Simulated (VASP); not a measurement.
# CdGe2 (Fd-3m) in VASP: relaxation of cell and atoms with PBE

Aim: the relaxation of cell and atoms of CdGe2 with PBE.

Everything below comes from runs of VASP 6.6.1. Logs are shortened: lines on timing, memory, paths and dates and some standing lists are left out, and cuts for length are marked.

## 1. The cell of the first run

It takes space group Fd-3m (No. 227, cubic). Conventional cell: a = 8.117 Å, b = 8.117 Å, c = 8.117 Å, α = 90.00°, β = 90.00°, γ = 90.00°. Cd (site symmetry -43m) has 12 Ge at 3.37 Å and 4 Cd at 3.51 Å within 4.4 Å. Ge (site symmetry -3m) has 6 Ge at 2.87 Å and 6 Cd at 3.37 Å within 3.8 Å.

## 2. Relaxation of cell and atoms, PBE

INCAR reads:

```
SYSTEM = CdGe2
ALGO = Normal ; EDIFF = 1E-6
EDIFFG = -0.01 ; ENCUT = 600
GGA = PE ; IBRION = 2
ISIF = 3 ; ISMEAR = 0
LASPH = .TRUE. ; LCHARG = .FALSE.
LREAL = .FALSE. ; LWAVE = .FALSE.
NELM = 100 ; NSW = 100
PREC = Accurate ; SIGMA = 0.1
```

KPOINTS reads:

```
k-points
0
G
  8 8 8
  0 0 0
```

POSCAR reads:

```
CdGe2
1.0
    0.0000000000      4.0584076950      4.0584076950
    4.0584076950      0.0000000000      4.0584076950
    4.0584076950      4.0584076950      0.0000000000
Cd Ge
2 4
Direct
    0.5000000000      0.5000000000      0.5000000000
    0.7500000000      0.7500000000      0.7500000000
    0.1250000000      0.1250000000      0.1250000000
    0.6250000000      0.1250000000      0.1250000000
    0.1250000000      0.1250000000      0.6250000000
    0.1250000000      0.6250000000      0.1250000000
```

Potentials or basis: VASP PAW PBE potentials, release 64 (Cd, Ge_d).

On the command line:

```console
> cat potpaw_PBE.64/Cd/POTCAR potpaw_PBE.64/Ge_d/POTCAR > POTCAR
> mpirun -np 1 vasp_std > vasp.out
```

OUTCAR:

```text
SYSTEM = CdGe2
   EDIFF = 1E-6
   EDIFFG = -0.01
   ENCUT = 600
   GGA = PE
   IBRION = 2
   ISIF = 3
   ISMEAR = 0
   LASPH = .TRUE.
   LREAL = .FALSE.
   NELM = 100
   NSW = 100
   PREC = Accurate

 ion  position               nearest neighbor table
   1  0.500  0.500  0.500-   2 3.51   2 3.51   2 3.51   2 3.51
   2  0.750  0.750  0.750-   1 3.51   1 3.51   1 3.51   1 3.51
   3  0.125  0.125  0.125-   4 2.87   5 2.87   6 2.87   5 2.87   6 2.87   4 2.87
   4  0.625  0.125  0.125-   3 2.87   5 2.87   6 2.87   3 2.87   5 2.87   6 2.87
   5  0.125  0.125  0.625-   3 2.87   3 2.87   4 2.87   6 2.87   6 2.87   4 2.87
   6  0.125  0.625  0.125-   3 2.87   5 2.87   3 2.87   4 2.87   5 2.87   4 2.87

  LATTYP: Found a face centered cubic cell.
 ALAT       =     8.1168153900

  Lattice vectors:

 A1 = (   0.0000000000,   4.0584076950,   4.0584076950)
 A2 = (   4.0584076950,   0.0000000000,   4.0584076950)
 A3 = (   4.0584076950,   4.0584076950,   0.0000000000)

Analysis of symmetry for initial positions (statically):
=====================================================================
 Subroutine PRICEL returns:
 Original cell was already a primitive cell.

 Routine SETGRP: Setting up the symmetry group for a
 face centered cubic supercell.

 Subroutine GETGRP returns: Found 48 space group operations
 (whereof 24 operations were pure point group operations)
 out of a pool of 48 trial point group operations.

The static configuration has the point symmetry T_d .
 The point group associated with its full space group is O_h .

Analysis of symmetry for dynamics (positions and initial velocities):
=====================================================================
 Subroutine PRICEL returns:
 Original cell was already a primitive cell.

 Routine SETGRP: Setting up the symmetry group for a
 face centered cubic supercell.

 Subroutine GETGRP returns: Found 48 space group operations
 (whereof 24 operations were pure point group operations)
 out of a pool of 48 trial point group operations.

The dynamic configuration has the point symmetry T_d .
 The point group associated with its full space group is O_h .

 Subroutine INISYM returns: Found 48 space group operations
 (whereof 24 operations are pure point group operations),
 and found     1 'primitive' translations

----------------------------------------------------------------------------------------

                                     Primitive cell

  volume of cell :     133.6894

  direct lattice vectors                    reciprocal lattice vectors
     0.000000000  4.058407695  4.058407695    -0.123201028  0.123201028  0.123201028
     4.058407695  0.000000000  4.058407695     0.123201028 -0.123201028  0.123201028
[... 103 lines left out ...]
   PSTRESS=    0.0 pullay stress
   NELECT =      80.0000    total number of electrons
   NUPDOWN=      -1.0000    fix difference up-down
   EMIN   =  10.00;   EMAX   =-10.00  energy-range for DOS
   EFERMI =   0.00;   METHOD = LEGACY
   ISMEAR =     0;   SIGMA  =   0.10  broadening in eV -4-tet -1-fermi 0-gaus
   EFERMI_NEDOS =   21; number of points for ismear=-14 and -15
   IALGO  =     38    algorithm
   IMIX   =      4    mixing-type and parameters
     AMIX     =   0.40;   BMIX     =  1.00
     AMIX_MAG =   1.60;   BMIX_MAG =  1.00
  volume/ion in A,a.u.               =      22.28       150.36
  Fermi-wavevector in a.u.,A,eV,Ry     =   1.379555  2.606982 25.894243  1.903173
  Thomas-Fermi vector in A             =   2.504514
   LORBIT       =      0    0 simple, 1 ext, 2 COOP (PROOUT), +10 PAW based schemes
   GGA     = PE    functional components
   LHFCALC =     F    Hartree Fock is set to
   AEXX    =    0.0000 exact exchange contribution
   IVDW    =     0    specifies the selected vdW correction
   LEPSILON=     F    determine dielectric tensor
   LRPA    =     F    only Hartree local field effects (RPA)
 conjugate gradient relaxation of ions
 non-spin polarized calculation
 Gauss-broadening in eV      SIGMA  =   0.10
  energy-cutoff  :      600.00
  volume of cell :      133.69
 maximum number of plane-waves:      4520
 NGX is ok and might be reduce to    48
   NGX = 23   NGY = 23   NGZ = 23

--------------------------------------- Ionic step        1  -------------------------------------------

 number of electron      80.0000034 magnetization

 Free energy of the ion-electron system (eV)
  ---------------------------------------------------
  ext. energy  EPLUGINS =         0.00000000
  ---------------------------------------------------
  free energy    TOTEN  =       -17.73790547 eV

  energy without entropy =      -17.72117982  energy(sigma->0) =      -17.72954264

------------------------ aborting loop because EDIFF is reached ----------------------------------------

  FORCE on cell =-STRESS in cart. coord.  units (eV):
  Direction    XX          YY          ZZ          XY          YZ          ZX
  --------------------------------------------------------------------------------------
  -------------------------------------------------------------------------------------
  Total       -1.2661331     -1.2661331     -1.2661331      0.0000000      0.0000000      0.0000000
  in kB      -15.1737504    -15.1737504    -15.1737504      0.0000000      0.0000000      0.0000000
  external PRESSURE =     -15.1737504 kB  Pullay stress =       0.0000000 kB
[... 67 lines left out ...]
--------------------------------------- Ionic step        3  -------------------------------------------

 number of electron      80.0000001 magnetization

 Free energy of the ion-electron system (eV)
  ---------------------------------------------------
  ext. energy  EPLUGINS =         0.00000000
  ---------------------------------------------------
  free energy    TOTEN  =       -17.75550941 eV

  energy without entropy =      -17.73857279  energy(sigma->0) =      -17.74704110

 E-fermi :   4.6069     XC(G=0): -10.7114

 val. band max:        4.5973519092   @ k =  -0.3750   0.2500   0.1250
 cond. band min:       4.6094941999   @ k =   0.2500   0.0000   0.0000
 fundamental gap:      0.0121422907
 Fermi energy:         4.6069338829

 k-point     1 :       0.0000    0.0000    0.0000
  band No.  band energies     occupation
      1     -20.2494      2.00000
      2     -20.2135      2.00000
      3     -20.2135      2.00000
      4     -20.2100      2.00000
      5     -20.2100      2.00000
      6     -20.2100      2.00000
[... 1213 lines left out ...]
     47       8.5426      0.00000
     48       9.7154      0.00000

 [... further k-points ...]
[... 5 lines left out ...]
  --------------------------------------------------------------------------------------
  -------------------------------------------------------------------------------------
  Total        0.0342221      0.0342221      0.0342221     -0.0000000      0.0000000     -0.0000000
  in kB        0.4221119      0.4221119      0.4221119     -0.0000000      0.0000000     -0.0000000
  external PRESSURE =       0.4221119 kB  Pullay stress =       0.0000000 kB
[... 21 lines left out ...]
  FREE ENERGIE OF THE ION-ELECTRON SYSTEM (eV)
  ---------------------------------------------------
  free  energy   TOTEN  =       -17.7555094056 eV

  energy  without entropy=      -17.7385727944  energy(sigma->0) =      -17.74704110

 reached required accuracy - stopping structural energy minimisation
```

OSZICAR:

```text
N       E                     dE             d eps       ncg     rms          rms(c)
DAV:   1     0.100423695900E+04    0.10042E+04   -0.40502E+04  3544   0.452E+03
DAV:   2     0.161949793462E+03   -0.84229E+03   -0.81168E+03  2784   0.126E+03
DAV:   3    -0.601902644990E+01   -0.16797E+03   -0.16342E+03  2984   0.271E+02
DAV:   4    -0.180967992140E+02   -0.12078E+02   -0.11978E+02  3224   0.783E+01
[... 23 lines left out ...]
DAV:   2    -0.177561656287E+02    0.25642E-02   -0.51920E-03  3320   0.801E-01    0.156E-01
DAV:   3    -0.177556217070E+02    0.54392E-03   -0.89577E-04  3512   0.290E-01    0.866E-02
DAV:   4    -0.177555129214E+02    0.10879E-03   -0.80321E-05  2928   0.614E-02    0.120E-02
DAV:   5    -0.177555102271E+02    0.26943E-05   -0.10165E-05  2592   0.225E-02    0.673E-03
DAV:   6    -0.177555094056E+02    0.82157E-06   -0.23511E-06  2016   0.170E-02
   3 F= -.17755509E+02 E0= -.17747041E+02  d E =-.176039E-01
```

Wall time 5.1 min (1 thread of Intel Xeon Platinum 8488C (Sapphire Rapids), shared host); peak memory 0.45 GiB.

Results:

```
Free energy                            : -17.7555 eV
Relaxed volume                         : 21.65 Å³/atom
Relaxed cell                           : a = 5.685 Å, b = 5.685 Å, c = 5.685 Å, α = 60.00°, β = 60.00°, γ = 60.00°
Space group after relaxing (to 0.05 Å) : Fd-3m (No. 227)
Energy gained by relaxing              : 2.9 meV/atom
Ionic steps                            : 3
Pressure after relaxing                : 0.0 GPa
Band gap on the k mesh                 : zero (band 40 reaches 5.03 eV, above the bottom of band 41 at 3.31 eV)
```

The path:
```
step  energy change (eV)  largest force (eV/Å)  pressure (GPa)  volume (Å³)
   1              0.0000                0.0000           -1.52       133.69
   2             -0.0175                0.0000            0.09       129.65
   3             -0.0176                0.0000            0.04       129.89
```

Final structure:
```cif
data_structure
_symmetry_space_group_name_H-M 'P 1'
_symmetry_Int_Tables_number 1
_cell_length_a 5.6846
_cell_length_b 5.6846
_cell_length_c 5.6846
_cell_angle_alpha 60.000
_cell_angle_beta 60.000
_cell_angle_gamma 60.000
_cell_volume 129.89
loop_
_atom_site_label
_atom_site_type_symbol
_atom_site_fract_x
_atom_site_fract_y
_atom_site_fract_z
_atom_site_occupancy
Cd1 Cd 0.50000 0.50000 0.50000 1
Cd2 Cd 0.75000 0.75000 0.75000 1
Ge1 Ge 0.12500 0.12500 0.12500 1
Ge2 Ge 0.62500 0.12500 0.12500 1
Ge3 Ge 0.12500 0.12500 0.62500 1
Ge4 Ge 0.12500 0.62500 0.12500 1
```
